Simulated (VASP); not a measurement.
# MgO (Fm-3m) in VASP: further runs

The runs below take MgO through G0W0 quasiparticle levels, with PBE.

All numbers are computed with VASP 6.6.1; they aren't measurements. Logs are shortened: lines on timing, memory, paths and dates and some standing lists are left out, and cuts for length are marked.

## (1) The cell of the first run

It takes space group Fm-3m (No. 225, cubic). The conventional cell has a = 4.204 Å, b = 4.204 Å, c = 4.204 Å, α = 90.00°, β = 90.00°, γ = 90.00°. Within 2.8 Å of Mg (site symmetry m-3m) lie 6 O at 2.10 Å. Within 2.8 Å of O (site symmetry m-3m) lie 6 Mg at 2.10 Å.

## (2) G0W0 quasiparticle levels, PBE

File POSCAR:

```
MgO
1.0
    0.0000000000      2.1021674168      2.1021674168
    2.1021674168      0.0000000000      2.1021674168
    2.1021674168      2.1021674168      0.0000000000
Mg O
1 1
Direct
    0.0000000000      0.0000000000      0.0000000000
    0.5000000000      0.5000000000      0.5000000000
```

File INCAR.step1:

```
SYSTEM = MgO
PREC = Accurate ; ENCUT = 500
EDIFF = 1E-8 ; ISMEAR = 0
SIGMA = 0.01 ; LREAL = .False.
LASPH = .True. ; NELM = 80
ALGO = Normal ; LWAVE = .True.
LCHARG = .False. ; GGA = PE
```

File INCAR.step2:

```
SYSTEM = MgO
PREC = Accurate ; ENCUT = 500
EDIFF = 1E-8 ; ISMEAR = 0
SIGMA = 0.01 ; LREAL = .False.
LASPH = .True. ; NELM = 1
ALGO = Exact ; LWAVE = .True.
LCHARG = .False. ; GGA = PE
NBANDS = 64 ; LOPTICS = .True.
ISTART = 1
```

File INCAR.step3:

```
SYSTEM = MgO
PREC = Accurate ; ENCUT = 500
EDIFF = 1E-8 ; ISMEAR = 0
SIGMA = 0.01 ; LREAL = .False.
LASPH = .True. ; ALGO = EVGW0
LWAVE = .False. ; LCHARG = .False.
GGA = PE ; NELMGW = 1
NBANDS = 64 ; ENCUTGW = 80.0
NOMEGA = 48 ; PRECFOCK = Fast
ISTART = 1 ; NBANDSGW = 12
```

File KPOINTS:

```
Automatic mesh
0
Gamma
  4 4 4
  0 0 0
```

Potentials or basis: VASP PAW PBE potentials, release 64 (Mg_GW, O_GW).

Started as:

```
$ cat potpaw_PBE.64/Mg_GW/POTCAR potpaw_PBE.64/O_GW/POTCAR > POTCAR
$ cp INCAR.step1 INCAR
$ mpirun -np 1 vasp_std > vasp.out
$ cp INCAR.step2 INCAR
$ mpirun -np 1 vasp_std > vasp.out
$ cp INCAR.step3 INCAR
$ mpirun -np 1 vasp_std > vasp.out
```

OUTCAR:

```text
SYSTEM = MgO
   PREC = Accurate
   ENCUT = 500
   EDIFF = 1E-8
   ISMEAR = 0
   LREAL = .False.
   LASPH = .True.
   GGA = PE
   NELMGW = 1
   ENCUTGW = 80.0
   PRECFOCK = Fast
   ISTART = 1

 ion  position               nearest neighbor table
   1  0.000  0.000  0.000-   2 2.10   2 2.10   2 2.10   2 2.10   2 2.10   2 2.10
   2  0.500  0.500  0.500-   1 2.10   1 2.10   1 2.10   1 2.10   1 2.10   1 2.10

  LATTYP: Found a face centered cubic cell.
 ALAT       =     4.2043348336

  Lattice vectors:

 A1 = (   0.0000000000,   2.1021674168,   2.1021674168)
 A2 = (   2.1021674168,   0.0000000000,   2.1021674168)
 A3 = (   2.1021674168,   2.1021674168,   0.0000000000)

Analysis of symmetry for initial positions (statically):
=====================================================================
 Subroutine PRICEL returns:
 Original cell was already a primitive cell.

 Routine SETGRP: Setting up the symmetry group for a
 face centered cubic supercell.

 Subroutine GETGRP returns: Found 48 space group operations
 (whereof 48 operations were pure point group operations)
 out of a pool of 48 trial point group operations.

The static configuration has the point symmetry O_h .

Analysis of symmetry for dynamics (positions and initial velocities):
=====================================================================
 Subroutine PRICEL returns:
 Original cell was already a primitive cell.

 Routine SETGRP: Setting up the symmetry group for a
 face centered cubic supercell.

 Subroutine GETGRP returns: Found 48 space group operations
 (whereof 48 operations were pure point group operations)
 out of a pool of 48 trial point group operations.

The dynamic configuration has the point symmetry O_h .

 Subroutine INISYM returns: Found 48 space group operations
 (whereof 48 operations are pure point group operations),
 and found     1 'primitive' translations

----------------------------------------------------------------------------------------

                                     Primitive cell

  volume of cell :      18.5794

  direct lattice vectors                    reciprocal lattice vectors
     0.000000000  2.102167417  2.102167417    -0.237849753  0.237849753  0.237849753
     2.102167417  0.000000000  2.102167417     0.237849753 -0.237849753  0.237849753
     2.102167417  2.102167417  0.000000000     0.237849753  0.237849753 -0.237849753

  length of vectors
     2.972913671  2.972913671  2.972913671     0.411967856  0.411967856  0.411967856

  position of ions in fractional coordinates (direct lattice)
     0.000000000  0.000000000  0.000000000
     0.500000000  0.500000000  0.500000000

  ion indices of the primitive-cell ions
   primitive index   ion index
                 1           1
                 2           2

----------------------------------------------------------------------------------------

 KPOINTS: Automatic mesh

Automatic generation of k-mesh.
 Grid dimensions read from file:
 generate k-points for:    4    4    4

 Generating k-lattice:

  Cartesian coordinates                     Fractional coordinates (reciprocal lattice)
    -0.059462438  0.059462438  0.059462438     0.250000000  0.000000000  0.000000000
     0.059462438 -0.059462438  0.059462438     0.000000000  0.250000000  0.000000000
     0.059462438  0.059462438 -0.059462438     0.000000000  0.000000000  0.250000000

  Length of vectors
     0.102991964  0.102991964  0.102991964

  Shift w.r.t. Gamma in fractional coordinates (k-lattice)
     0.000000000  0.000000000  0.000000000

 Subroutine IBZKPT returns following result:
 ===========================================

 Found      8 irreducible k-points:

 Following reciprocal coordinates:
            Coordinates               Weight
  0.000000  0.000000  0.000000      1.000000
  0.250000  0.000000  0.000000      8.000000
  0.500000  0.000000  0.000000      4.000000
  0.250000  0.250000  0.000000      6.000000
  0.500000  0.250000  0.000000     24.000000
 -0.250000  0.250000  0.000000     12.000000
  0.500000  0.500000  0.000000      3.000000
 -0.250000  0.500000  0.250000      6.000000
   k-points           NKPTS =      8   k-points in BZ     NKDIM =     64   number of bands    NBANDS=     64
   number of dos      NEDOS =    301   number of ions     NIONS =      2
   total plane-waves  NPLWV =  13824
   dimension x,y,z NGX =    24 NGY =   24 NGZ =   24
   dimension x,y,z NGXF=    48 NGYF=   48 NGZF=   48
   ions per type =               1   1
   NGX,Y,Z   is equivalent  to a cutoff of  13.42, 13.42, 13.42 a.u.
   NGXF,Y,Z  is equivalent  to a cutoff of  26.84, 26.84, 26.84 a.u.
 SYSTEM =  MgO
   PREC   = accura    normal or accurate (medium, high low for compatibility)
   ISTART =      1    job   : 0-new  1-cont  2-samecut
   ICHARG =      0    charge: 1-file 2-atom 10-const
   ISPIN  =      1    spin polarized calculation?
   LNONCOLLINEAR =      F non collinear calculations
   LSORBIT =      F    spin-orbit coupling
   LASPH  =      T    aspherical Exc in radial PAW
   ENCUT  =  500.0 eV  36.75 Ry    6.06 a.u.   5.42  5.42  5.42*2*pi/ulx,y,z
   NELM   =     60;   NELMIN=  2; NELMDL=  0     # of ELM steps
   EDIFF  = 0.1E-07   stopping-criterion for ELM
   LREAL  =      F    real-space projection
   EDIFFG = 0.1E-06   stopping-criterion for IOM
   NSW    =      0    number of steps for IOM
   IBRION =     -1    ionic relax: 0-MD 1-quasi-New 2-CG
   NFREE  =      0    steps in history (QN), initial steepest desc. (CG)
   ISIF   =      0    stress and relaxation
   ISYM   =      3    0-nonsym 1-usesym 2-fastsym
   POTIM  = 0.5000    time-step for ionic-motion
   TEBEG  =    0.0;   TEEND  =   0.0 temperature during run
   PSTRESS=    0.0 pullay stress
   NELECT =       8.0000    total number of electrons
   NUPDOWN=      -1.0000    fix difference up-down
   EMIN   =  10.00;   EMAX   =-10.00  energy-range for DOS
   EFERMI =   0.00;   METHOD = LEGACY
   ISMEAR =     0;   SIGMA  =   0.01  broadening in eV -4-tet -1-fermi 0-gaus
   EFERMI_NEDOS =   21; number of points for ismear=-14 and -15
   IALGO  =     38    algorithm
   IMIX   =      4    mixing-type and parameters
     AMIX     =   0.40;   BMIX     =  1.00
     AMIX_MAG =   1.60;   BMIX_MAG =  1.00
  volume/ion in A,a.u.               =       9.29        62.69
  Fermi-wavevector in a.u.,A,eV,Ry     =   1.236216  2.336109 20.792816  1.528229
  Thomas-Fermi vector in A             =   2.370833
   LORBIT       =      0    0 simple, 1 ext, 2 COOP (PROOUT), +10 PAW based schemes
   GGA     = PE    functional components
   LHFCALC =     T    Hartree Fock is set to
   PRECFOCK=fast      Normal, Fast or Accurate (Low or Medium for compatibility)
   ENCUT4O =  -1.0   cutoff for four orbital integrals eV
   NKREDX  =     1    reduce k-point grid by
   NKREDY  =     1    reduce k-point grid by
   NKREDZ  =     1    reduce k-point grid by
   AEXX    =    1.0000 exact exchange contribution
   HFSCREEN=    0.0000 screening length (either q_TF or 0.3 A-1)
   HFSCREENC=   0.0000 screening length for correlation (either q_TF or 0.3 A-1)
   ENCUTFOCK=  -1.0 apply spherical cutoff to Coloumb kernel
   IVDW    =     0    specifies the selected vdW correction
   LEPSILON=     F    determine dielectric tensor
   LRPA    =     F    only Hartree local field effects (RPA)
   LRPAFORCE           =     F    calculate RPA forces
   ENCUTGW             =  80.0    cutoff for response function in eV
   ENCUTGWSOFT         =  64.0    soft cutoff for Coulomb kernel in GW response function in eV
   ENCUTLF             =  -1.0    cutoff for local field effects
   NELMGW              =     1    number of iterations in solving QP/BSE equation
   NELMHF              =     1    number of iterations in the inner HF iteration
   NKREDLFX            =     1    NKREDLFY  =   1   NKREDLFZ  =   1
 non-spin polarized calculation
 Gauss-broadening in eV      SIGMA  =   0.01
  energy-cutoff  :      500.00
  volume of cell :       18.58
 maximum number of plane-waves:       483
 NGX is ok and might be reduce to    24
  NGX = 12; NGY = 12; NGZ = 12
   NGX = 11   NGY = 11   NGZ = 11
 maximum number of plane-waves:        34
 NGX is ok and might be reduce to    10

 QP shifts <psi_nk| G(iteration)W_0 |psi_nk>: iteration 1
 for sc-GW calculations column KS-energies equals QP-energies in previous step
 and V_xc(KS)=  KS-energies - (<T + V_ion + V_H > + <T+V_H+V_ion>^1  + <V_x>^1)

 k-point   1 :       0.0000    0.0000    0.0000
  band No.  KS-energies  QP-energies   sigma(KS)   V_xc(KS)     V^pw_x(r,r')   Z            occupation Imag(sigma)

      1     -14.0605     -16.3317     -21.2872     -18.1170     -29.9024       0.7164       2.0000       1.1537
      2       3.2384       2.1312     -21.1453     -19.7374     -25.3280       0.7864       2.0000       0.1175
      3       3.2384       2.1312     -21.1453     -19.7374     -25.3280       0.7864       2.0000       0.1175
      4       3.2384       2.1312     -21.1453     -19.7374     -25.3280       0.7864       2.0000       0.1175
      5       8.0105       9.1474     -10.8468     -12.2112      -7.2876       0.8332       0.0000      -0.0735
      6      19.0644      20.3016      -7.5600      -9.0615      -3.0699       0.8239       0.0000      -0.1288
      7      19.0644      20.3016      -7.5600      -9.0615      -3.0699       0.8239       0.0000      -0.1288
      8      19.0644      20.3016      -7.5600      -9.0615      -3.0699       0.8239       0.0000      -0.1288
      9      22.9983      23.4019      -7.4025      -7.9273      -1.6746       0.7688       0.0000      -0.5105
     10      24.7766      26.3492      -7.9558      -9.8772      -3.2530       0.8185       0.0000      -0.1944
     11      24.7766      26.3492      -7.9558      -9.8772      -3.2530       0.8185       0.0000      -0.1944
     12      27.3739      28.9095      -7.5606      -9.4935      -1.8714       0.7944       0.0000      -0.5344

 k-point   2 :       0.2500    0.0000    0.0000
  band No.  KS-energies  QP-energies   sigma(KS)   V_xc(KS)     V^pw_x(r,r')   Z            occupation Imag(sigma)

      1     -13.4687     -15.7496     -21.8071     -18.6686     -30.3557       0.7267       2.0000       1.0917
      2       0.5643      -0.9516     -18.4849     -16.5352     -22.5627       0.7775       2.0000       0.1399
      3       2.8937       1.7199     -20.8488     -19.3539     -25.0509       0.7852       2.0000       0.1210
      4       2.8937       1.7199     -20.8488     -19.3539     -25.0509       0.7852       2.0000       0.1210
      5      10.3707      11.7188     -11.3581     -12.9910      -7.7334       0.8256       0.0000      -0.0820
      6      15.8437      17.2378      -9.3861     -11.1008      -5.0392       0.8130       0.0000      -0.1179
      7      19.9089      21.2548      -7.7675      -9.4123      -3.1680       0.8182       0.0000      -0.1437
      8      19.9089      21.2548      -7.7675      -9.4123      -3.1680       0.8182       0.0000      -0.1437
      9      23.3861      24.8351      -7.8245      -9.6190      -2.9014       0.8075       0.0000      -0.2372
     10      23.3861      24.8351      -7.8245      -9.6190      -2.9014       0.8075       0.0000      -0.2372
     11      25.2242      26.4287      -7.4022      -8.9166      -1.8297       0.7954       0.0000      -0.5085
     12      31.1513      32.3372      -7.1770      -8.5362      -1.5652       0.8725       0.0000      -1.1714
[... 68 lines left out ...]
      1     -12.4997     -14.7574     -22.8440     -19.8079     -31.3392       0.7436       2.0000       0.9975
      2      -0.8746      -2.6348     -17.5449     -15.2411     -21.8887       0.7640       2.0000       0.1668
      3       1.8802       0.4970     -19.9584     -18.1819     -24.2043       0.7786       2.0000       0.1287
      4       1.8802       0.4970     -19.9584     -18.1819     -24.2043       0.7786       2.0000       0.1287
      5      12.3612      13.3094      -7.4563      -8.5859      -3.4455       0.8394       0.0000      -0.0881
      6      13.2507      14.6216      -7.9990      -9.6378      -3.9605       0.8364       0.0000      -0.0882
      7      16.3896      18.3522     -12.6704     -15.1914      -8.1051       0.7785       0.0000      -0.1444
      8      22.2259      23.9774     -10.1357     -12.4042      -4.6707       0.7721       0.0000      -0.3130
      9      22.2259      23.9774     -10.1357     -12.4042      -4.6707       0.7721       0.0000      -0.3130
     10      28.6347      30.6013      -9.3156     -11.5909      -3.8729       0.8644       0.0000      -0.8022
     11      30.1463      31.9750      -8.1407     -10.3611      -3.2043       0.8236       0.0000      -0.3753
     12      34.0958      35.3466      -7.0675      -8.5746      -1.5357       0.8300       0.0000      -0.8778

 k-point   8 :      -0.2500    0.5000    0.2500
  band No.  KS-energies  QP-energies   sigma(KS)   V_xc(KS)     V^pw_x(r,r')   Z            occupation Imag(sigma)

      1     -12.4467     -14.6955     -22.8995     -19.8657     -31.3951       0.7412       2.0000       0.9849
      2       0.2614      -1.3658     -18.2562     -16.1539     -22.4652       0.7740       2.0000       0.1449
      3       0.2614      -1.3658     -18.2562     -16.1539     -22.4652       0.7740       2.0000       0.1449
      4       1.4557       0.0315     -19.3575     -17.5357     -23.5401       0.7818       2.0000       0.1320
      5      14.9214      16.5081     -10.8498     -12.8200      -6.6744       0.8054       0.0000      -0.1105
      6      14.9214      16.5081     -10.8498     -12.8200      -6.6744       0.8054       0.0000      -0.1105
      7      15.4549      17.1785      -9.3595     -11.4531      -5.2480       0.8232       0.0000      -0.0979
      8      18.7732      20.1905      -8.6202     -10.3835      -3.7594       0.8038       0.0000      -0.1741
      9      25.2039      26.6055      -8.5357     -10.3093      -3.0160       0.7903       0.0000      -0.4510
     10      25.2039      26.6055      -8.5357     -10.3093      -3.0160       0.7903       0.0000      -0.4510
     11      29.6143      31.5752      -8.6971     -11.0127      -3.5083       0.8468       0.0000      -0.6048
     12      32.2564      34.4148      -9.6669     -12.2262      -3.8505       0.8434       0.0000      -0.9720
```

Wall time 20 s (1 thread of Intel Xeon 6975P-C, shared host); peak memory 0.17 GiB.

Results:

```yaml
Band_gap_on_the_k_mesh_mean-field_level: 4.77 eV, direct
Quasiparticle_gap: 7.02 eV
Least_direct_quasiparticle_gap: 7.02 eV
```

Levels at points of the mesh, in eV from the valence-band top:
```
           k point  band 1  band 2  band 3  band 4  band 5  band 6  band 7  band 8
(0.00, 0.00, 0.00)  -17.30    0.00    0.00    0.00    4.77   15.83   15.83   15.83
(0.50, 0.00, 0.00)  -16.00   -4.65   -0.66   -0.66    7.92   12.67   16.31   16.31
(0.50, 0.50, 0.00)  -15.74   -4.11   -1.36   -1.36    9.12   10.01   13.15   18.99
```

Caveat: the k points lie up to 0.65 Å⁻¹ apart; bands, screening cutoff and mesh are small and nothing is extrapolated, so the quasiparticle values aren't converged.

(Part 1 of 2 ends here.)
